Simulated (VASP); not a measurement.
A run of VASP 6.6.1 is set up as follows.

File POSCAR:

```
Rh
1.0
    0.0000000000      1.9008071574      1.9008071574
    1.9008071574      0.0000000000      1.9008071574
    1.9008071574      1.9008071574      0.0000000000
Rh
1
Direct
    0.0000000000      0.0000000000      0.0000000000
```

INCAR.step1

```
  ALGO = Normal
  EDIFF = 1E-4
  ENCUT = 520
  GGA = PE
  ISMEAR = -1
  LASPH = True
  LCHARG = False
  LREAL = False
  LWAVE = True
  NBANDS = 14
  NELM = 100
  PREC = Accurate
  SIGMA = 0.1
```

Contents of INCAR.step2:

```
  ALGO = Normal
  EDIFF = 1E-6
  ENCUT = 520
  ISIF = 2
  ISMEAR = -1
  ISTART = 1
  LASPH = True
  LCHARG = False
  LMIXTAU = True
  LREAL = False
  LWAVE = False
  METAGGA = R2SCAN
  NBANDS = 14
  NELM = 100
  PREC = Accurate
  SIGMA = 0.1
```

KPOINTS

```
k-points
0
Gamma
  2 2 2
```

Potentials or basis: VASP PAW PBE potentials, release 64 (Rh_pv).

Command:

```bash
$ cat potpaw_PBE.64/Rh_pv/POTCAR > POTCAR
$ cp INCAR.step1 INCAR
$ mpirun -np 1 vasp_std > vasp.out
$ cp INCAR.step2 INCAR
$ mpirun -np 1 vasp_std > vasp.out
```

Estimate the pressure.

61.6 GPa.

Caveat: the k points lie up to 1.43 Å⁻¹ apart; the PAW data sets were made with another functional, which shifts forces and pressure a little.
